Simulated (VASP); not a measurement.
A run of VASP 6.6.1:

The input POSCAR:

```
GaN
1.0
    3.1890000000      0.0000000000      0.0000000000
   -1.5945000000      2.7617550100      0.0000000000
    0.0000000000      0.0000000000      5.1850000000
Ga N
2 2
Direct
    0.3333333300      0.6666666700      0.0000000000
    0.6666666700      0.3333333300      0.5000000000
    0.3333333300      0.6666666700      0.3770000000
    0.6666666700      0.3333333300      0.8770000000
```

The input INCAR.step1:

```
SYSTEM = GaN
PREC = Accurate ; ENCUT = 520
EDIFF = 1E-5 ; ISMEAR = 0
SIGMA = 0.03 ; LREAL = .False.
LASPH = .True. ; NELM = 100
ALGO = Normal ; ISIF = 2
LWAVE = .True. ; LCHARG = .False.
NBANDS = 26 ; GGA = PE
KPAR = 2
```

Contents of INCAR.step2:

```
SYSTEM = GaN
PREC = Accurate ; ENCUT = 520
EDIFF = 1E-6 ; ISMEAR = 0
SIGMA = 0.03 ; LREAL = .False.
LASPH = .True. ; NELM = 100
ALGO = Normal ; ISIF = 2
LWAVE = .False. ; LCHARG = .False.
GGA = PE ; LHFCALC = .True.
HFSCREEN = 0.2079 ; PRECFOCK = Normal
NBANDS = 26 ; ISTART = 1
KPAR = 2
```

Contents of KPOINTS:

```
Automatic mesh
0
Gamma
  6 6 4
  0 0 0
```

Potentials or basis: VASP PAW PBE potentials, release 64 (Ga_d, N).

The run is started by

```bash
$ cat potpaw_PBE.64/Ga_d/POTCAR potpaw_PBE.64/N/POTCAR > POTCAR
$ cp INCAR.step1 INCAR
$ mpirun -np 2 vasp_std > vasp.out
$ cp INCAR.step2 INCAR
$ mpirun -np 2 vasp_std > vasp.out
```

Hardware: 2 MPI ranks on Intel(R) Xeon(R) Platinum 8488C (Sapphire Rapids) (shared host).

How long does it take, and how much memory?

Run time: 44 min on 2 MPI ranks on Intel(R) Xeon(R) Platinum 8488C (Sapphire Rapids), on a shared host, peak memory 0.28 GiB a rank. Counts: k points 21.
